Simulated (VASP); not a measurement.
# Mg2C in VASP: a series of runs

Aim: see how the results for Mg2C move with the level of theory and the settings. Levels: r2SCAN, HSE06. Tasks: single point.

Everything below comes from runs of VASP 6.6.1. Logs are shortened: lines on timing, memory, paths and dates and some standing lists are left out, and cuts for length are marked.

## 1. The cell of the first run

The structure is orthorhombic, space group Immm (No. 71). Conventional cell: a = 3.766 Å, b = 3.902 Å, c = 5.422 Å, α = 90.00°, β = 90.00°, γ = 90.00°. Within 3.1 Å of C (site symmetry mmm) lie 8 Mg at 2.32 to 2.38 Å. Within 3.1 Å of Mg (site symmetry mm2) lie 4 C at 2.32 to 2.38 Å and 6 Mg at 2.70 to 2.72 Å.

## 2. Single point, r2SCAN (shear xy strain +3.5%)

File POSCAR:

```
Mg2C
1.0
    0.0479836843      2.7109426181      2.7109426181
    2.7109426181      0.0479836843      2.7109426181
    2.7589263025      2.7589263025      0.0000000001
C Mg
1 2
Direct
    0.0000000000      0.0000000000      0.0000000000
    0.2505906167      0.2505906167      0.2494093833
    0.7494093833      0.7494093833      0.7505906167
```

File INCAR.step1:

```
PREC     = Accurate       # precision mode
ENCUT    = 520            # plane-wave cutoff, eV
ISMEAR   = 0              # smearing method
SIGMA    = 0.01           # smearing width, eV
LREAL    = F              # projectors in reciprocal space
LASPH    = T              # aspherical terms in the spheres
NELM     = 80             # most SCF steps
NBANDS   = 11             # bands
GGA      = PE             # functional
ALGO     = Normal         # electronic algorithm
EDIFF    = 1E-4           # SCF threshold, eV
LWAVE    = T              # write WAVECAR
LCHARG   = F              # write CHGCAR
```

File INCAR.step2:

```
PREC     = Accurate       # precision mode
ENCUT    = 520            # plane-wave cutoff, eV
EDIFF    = 1E-6           # SCF threshold, eV
ISMEAR   = 0              # smearing method
SIGMA    = 0.01           # smearing width, eV
LREAL    = F              # projectors in reciprocal space
LASPH    = T              # aspherical terms in the spheres
NELM     = 80             # most SCF steps
ALGO     = Normal         # electronic algorithm
ISIF     = 2              # what is computed and relaxed
LWAVE    = F              # write WAVECAR
LCHARG   = F              # write CHGCAR
METAGGA  = R2SCAN         # meta-GGA
LMIXTAU  = T            
NBANDS   = 11             # bands
ISTART   = 1
```

File KPOINTS:

```
regular mesh
0
Gamma
  8 8 8
```

Potentials or basis: VASP PAW PBE potentials, release 64 (C, Mg).

Run with:

```bash
$ cat potpaw_PBE.64/C/POTCAR potpaw_PBE.64/Mg/POTCAR > POTCAR
$ cp INCAR.step1 INCAR
$ mpirun -np 1 vasp_std > vasp.out
$ cp INCAR.step2 INCAR
$ mpirun -np 1 vasp_std > vasp.out
```

OUTCAR:

```text
PREC = Accurate
   ENCUT = 520
   EDIFF = 1E-6
   ISMEAR = 0
   LREAL = F
   LASPH = T
   NELM = 80
   ISIF = 2
   METAGGA = R2SCAN
   ISTART = 1

 ion  position               nearest neighbor table
   1  0.000  0.000  0.000-   3 2.32   3 2.32   2 2.32   2 2.32   2 2.38   3 2.38   3 2.38   2 2.38

   2  0.251  0.251  0.249-   1 2.32   1 2.32   1 2.38   1 2.38   3 2.70   3 2.71   3 2.71   3 2.71
                             3 2.71   3 2.72
   3  0.749  0.749  0.751-   1 2.32   1 2.32   1 2.38   1 2.38   2 2.70   2 2.71   2 2.71   2 2.71
                             2 2.71   2 2.72

  LATTYP: Found a body centered orthorhombic cell.
 ALAT       =     3.7659926402
 B/A-ratio  =     1.0360378703
 C/A-ratio  =     1.4396961848

  Lattice vectors:

 A1 = (   2.7109426182,   0.0479836844,  -2.7109426180)
 A2 = (  -2.7109426181,  -0.0479836843,  -2.7109426181)
 A3 = (   0.0479836843,   2.7109426181,   2.7109426181)

Analysis of symmetry for initial positions (statically):
=====================================================================
 Subroutine PRICEL returns:
 Original cell was already a primitive cell.

 Routine SETGRP: Setting up the symmetry group for a
 body centered orthorhombic supercell.

 Subroutine GETGRP returns: Found  8 space group operations
 (whereof  8 operations were pure point group operations)
 out of a pool of  8 trial point group operations.

The static configuration has the point symmetry D_2h.

Analysis of symmetry for dynamics (positions and initial velocities):
=====================================================================
 Subroutine PRICEL returns:
 Original cell was already a primitive cell.

 Routine SETGRP: Setting up the symmetry group for a
 body centered orthorhombic supercell.

 Subroutine GETGRP returns: Found  8 space group operations
 (whereof  8 operations were pure point group operations)
 out of a pool of  8 trial point group operations.

The dynamic configuration has the point symmetry D_2h.

 Subroutine INISYM returns: Found  8 space group operations
 (whereof  8 operations are pure point group operations),
 and found     1 'primitive' translations

----------------------------------------------------------------------------------------

                                     Primitive cell

  volume of cell :      39.8341

  direct lattice vectors                    reciprocal lattice vectors
     0.047983684  2.710942618  2.710942618    -0.187761063  0.187761063  0.184437692
     2.710942618  0.047983684  2.710942618     0.187761063 -0.187761063  0.184437692
     2.758926302  2.758926302  0.000000000     0.181229923  0.181229923 -0.184437692

  length of vectors
     3.834152082  3.834152082  3.901710995     0.323304339  0.323304339  0.315762303

  position of ions in fractional coordinates (direct lattice)
     0.000000000  0.000000000  0.000000000
     0.250590617  0.250590617  0.249409383
     0.749409383  0.749409383  0.750590617

  ion indices of the primitive-cell ions
   primitive index   ion index
                 1           1
                 2           2
                 3           3

----------------------------------------------------------------------------------------

 KPOINTS: regular mesh

Automatic generation of k-mesh.
 Grid dimensions read from file:
 generate k-points for:    8    8    8

 Generating k-lattice:

  Cartesian coordinates                     Fractional coordinates (reciprocal lattice)
    -0.023470133  0.023470133  0.023054712     0.125000000 -0.000000000 -0.000000000
     0.023470133 -0.023470133  0.023054712    -0.000000000  0.125000000 -0.000000000
     0.022653740  0.022653740 -0.023054712    -0.000000000 -0.000000000  0.125000000

  Length of vectors
     0.040413042  0.040413042  0.039470288

  Shift w.r.t. Gamma in fractional coordinates (k-lattice)
     0.000000000  0.000000000  0.000000000

 Subroutine IBZKPT returns following result:
 ===========================================

 Found     95 irreducible k-points:

 Following reciprocal coordinates:
            Coordinates               Weight
  0.000000  0.000000  0.000000      1.000000
  0.125000 -0.000000 -0.000000      4.000000
  0.250000 -0.000000 -0.000000      4.000000
  0.375000  0.000000  0.000000      4.000000
  0.500000 -0.000000 -0.000000      2.000000
  0.125000  0.125000 -0.000000      2.000000
[... 16 lines left out ...]
  0.125000  0.000000  0.125000      4.000000
  0.250000 -0.000000  0.125000      8.000000
 [... further k-points ...]
   k-points           NKPTS =     95   k-points in BZ     NKDIM =     95   number of bands    NBANDS=     11
   number of dos      NEDOS =    301   number of ions     NIONS =      3
   total plane-waves  NPLWV =  27000
   dimension x,y,z NGX =    30 NGY =   30 NGZ =   30
   dimension x,y,z NGXF=    60 NGYF=   60 NGZF=   60
   ions per type =               1   2
   NGX,Y,Z   is equivalent  to a cutoff of  13.01, 13.01, 12.78 a.u.
   NGXF,Y,Z  is equivalent  to a cutoff of  26.02, 26.02, 25.57 a.u.
 SYSTEM =  unknown system
   PREC   = accura    normal or accurate (medium, high low for compatibility)
   ISTART =      1    job   : 0-new  1-cont  2-samecut
   ICHARG =      0    charge: 1-file 2-atom 10-const
   ISPIN  =      1    spin polarized calculation?
   LNONCOLLINEAR =      F non collinear calculations
   LSORBIT =      F    spin-orbit coupling
   LASPH  =      T    aspherical Exc in radial PAW
   ENCUT  =  520.0 eV  38.22 Ry    6.18 a.u.   7.13  7.13  7.25*2*pi/ulx,y,z
   NELM   =     80;   NELMIN=  2; NELMDL=  0     # of ELM steps
   EDIFF  = 0.1E-05   stopping-criterion for ELM
   LREAL  =      F    real-space projection
   EDIFFG = 0.1E-04   stopping-criterion for IOM
   NSW    =      0    number of steps for IOM
   IBRION =     -1    ionic relax: 0-MD 1-quasi-New 2-CG
   NFREE  =      0    steps in history (QN), initial steepest desc. (CG)
   ISIF   =      2    stress and relaxation
   ISYM   =      2    0-nonsym 1-usesym 2-fastsym
   POTIM  = 0.5000    time-step for ionic-motion
   TEBEG  =    0.0;   TEEND  =   0.0 temperature during run
   PSTRESS=    0.0 pullay stress
   NELECT =       8.0000    total number of electrons
   NUPDOWN=      -1.0000    fix difference up-down
   EMIN   =  10.00;   EMAX   =-10.00  energy-range for DOS
   EFERMI =   0.00;   METHOD = LEGACY
   ISMEAR =     0;   SIGMA  =   0.01  broadening in eV -4-tet -1-fermi 0-gaus
   EFERMI_NEDOS =   21; number of points for ismear=-14 and -15
   IALGO  =     38    algorithm
   IMIX   =      4    mixing-type and parameters
     AMIX     =   0.40;   BMIX     =  1.00
     AMIX_MAG =   1.60;   BMIX_MAG =  1.00
  volume/ion in A,a.u.               =      13.28        89.60
  Fermi-wavevector in a.u.,A,eV,Ry     =   0.958708  1.811696 12.505411  0.919122
  Thomas-Fermi vector in A             =   2.087840
   LORBIT       =      0    0 simple, 1 ext, 2 COOP (PROOUT), +10 PAW based schemes
   METAGGA = R2SCAN    functional components
   LHFCALC =     F    Hartree Fock is set to
   AEXX    =    0.0000 exact exchange contribution
   IVDW    =     0    specifies the selected vdW correction
   LEPSILON=     F    determine dielectric tensor
   LRPA    =     F    only Hartree local field effects (RPA)
 non-spin polarized calculation
 Gauss-broadening in eV      SIGMA  =   0.01
  energy-cutoff  :      520.00
  volume of cell :       39.83
 maximum number of plane-waves:      1085
 NGX is ok and might be reduce to    30
   NGX = 15   NGY = 15   NGZ = 15

 number of electron       8.0000000 magnetization

 Free energy of the ion-electron system (eV)
  ---------------------------------------------------
  ext. energy  EPLUGINS =         0.00000000
  ---------------------------------------------------
  free energy    TOTEN  =       -17.79809098 eV

  energy without entropy =      -17.79809098  energy(sigma->0) =      -17.79809098

 E-fermi :   3.8350     XC(G=0): -10.4015

 val. band max:        3.7233763828   @ k =   0.0000   0.0000   0.0000
 cond. band min:       4.7351481168   @ k =   0.5000   0.5000  -0.0000
 fundamental gap:      1.0117717339
 Fermi energy:         3.8349633620

 k-point     1 :       0.0000    0.0000    0.0000
  band No.  band energies     occupation
      1      -7.6452      2.00000
      2       3.5775      2.00000
      3       3.6425      2.00000
      4       3.7234      2.00000
      5       5.5796      0.00000
      6      10.5044      0.00000
      7      10.8935      0.00000
      8      11.2253      0.00000
      9      13.8759      0.00000
     10      13.8942      0.00000
     11      15.1273      0.00000

 k-point     2 :       0.1250   -0.0000   -0.0000
  band No.  band energies     occupation
      1      -7.4741      2.00000
      2       2.5748      2.00000
      3       3.5017      2.00000
      4       3.5858      2.00000
      5       6.4309      0.00000
      6      10.7154      0.00000
      7      10.9238      0.00000
      8      11.2108      0.00000
      9      12.7705      0.00000
     10      12.9008      0.00000
     11      14.8721      0.00000

 k-point     3 :       0.2500   -0.0000   -0.0000
  band No.  band energies     occupation
      1      -7.0024      2.00000
      2       0.8965      2.00000
      3       3.3389      2.00000
      4       3.4012      2.00000
      5       7.2480      0.00000
      6      10.4455      0.00000
      7      10.6554      0.00000
      8      10.7420      0.00000
      9      12.8930      0.00000
     10      13.3111      0.00000
     11      14.6848      0.00000

 k-point     4 :       0.3750    0.0000    0.0000
  band No.  band energies     occupation
      1      -6.3987      2.00000
      2      -0.5138      2.00000
      3       3.1987      2.00000
      4       3.2406      2.00000
      5       7.5166      0.00000
      6       9.7761      0.00000
      7      10.0075      0.00000
      8      10.3756      0.00000
      9      14.4955      0.00000
     10      14.9641      0.00000
     11      15.4724      0.00000
[... 239 lines left out ...]
 k-point    22 :       0.0000    0.0000    0.1250
  band No.  band energies     occupation
      1      -7.4836      2.00000
      2       2.4475      2.00000
      3       3.5572      2.00000
      4       3.6515      2.00000
      5       6.5043      0.00000
      6      10.5329      0.00000
      7      10.9917      0.00000
      8      11.3670      0.00000
      9      12.8580      0.00000
     10      13.0124      0.00000
     11      14.8147      0.00000

 k-point    23 :       0.1250    0.0000    0.1250
  band No.  band energies     occupation
      1      -7.4235      2.00000
      2       2.5465      2.00000
      3       3.3416      2.00000
      4       3.3535      2.00000
      5       6.7540      0.00000
      6      10.3002      0.00000
      7      11.3448      0.00000
      8      11.4273      0.00000
      9      11.5090      0.00000
     10      14.1989      0.00000
     11      15.7692      0.00000

 k-point    24 :       0.2500   -0.0000    0.1250
  band No.  band energies     occupation
      1      -7.0489      2.00000
      2       1.3444      2.00000
      3       3.0726      2.00000
      4       3.1676      2.00000
      5       7.3775      0.00000
      6      10.1057      0.00000
      7      10.2251      0.00000
      8      11.4588      0.00000
      9      12.2248      0.00000
     10      14.2707      0.00000
     11      15.6433      0.00000

 [... further k-points ...]

------------------------ aborting loop because EDIFF is reached ----------------------------------------

  FORCE on cell =-STRESS in cart. coord.  units (eV):
  Direction    XX          YY          ZZ          XY          YZ          ZX
  --------------------------------------------------------------------------------------
  -------------------------------------------------------------------------------------
  Total       -0.0557870     -0.0557870     -0.0751935     -0.5468225     -0.0000000     -0.0000000
  in kB       -2.2438218     -2.2438218     -3.0243784    -21.9938893     -0.0000000     -0.0000000
  external PRESSURE =      -2.5040074 kB  Pullay stress =       0.0000000 kB

 VOLUME and BASIS-vectors are now :
 -----------------------------------------------------------------------------
  energy-cutoff  :      520.00
  volume of cell :       39.83
      direct lattice vectors                 reciprocal lattice vectors
     0.047983684  2.710942618  2.710942618    -0.187761063  0.187761063  0.184437692
     2.710942618  0.047983684  2.710942618     0.187761063 -0.187761063  0.184437692
     2.758926302  2.758926302  0.000000000     0.181229923  0.181229923 -0.184437692

 POSITION                                       TOTAL-FORCE (eV/Angst)
 -----------------------------------------------------------------------------------
      0.00000      0.00000      0.00000        -0.000000     -0.000000     -0.000000
      1.37946      1.37946      1.35867        -0.000000     -0.000000      0.004051
      4.13839      4.13839      4.06321         0.000000      0.000000     -0.004051
 -----------------------------------------------------------------------------------
    total drift:                                0.000000      0.000000      0.000000

  FREE ENERGIE OF THE ION-ELECTRON SYSTEM (eV)
  ---------------------------------------------------
  free  energy   TOTEN  =       -17.7980909816 eV

  energy  without entropy=      -17.7980909816  energy(sigma->0) =      -17.79809098
```

Run time: 2 min. Hardware: 1 thread of Intel Xeon Platinum 8488C (Sapphire Rapids), shared host; peak memory 0.2 GiB.

Results:

```yaml
Free_energy: -17.7981 eV
Pressure: -0.3 GPa
Largest_force: 0.004 eV/Å
Band_gap_on_the_k_mesh: 1.01 eV (least direct gap 1.86 eV)
```

Forces on the atoms (eV/Å):
```
C    0.000  0.000  0.000
Mg   0.000  0.000  0.004
Mg   0.000  0.000 -0.004
```

Caveat: the cell differs from its parent crystal (shear xy strain +3.5%); the PAW data sets were made with another functional, which shifts forces and pressure a little.

(Continued in part 2 of 2.)
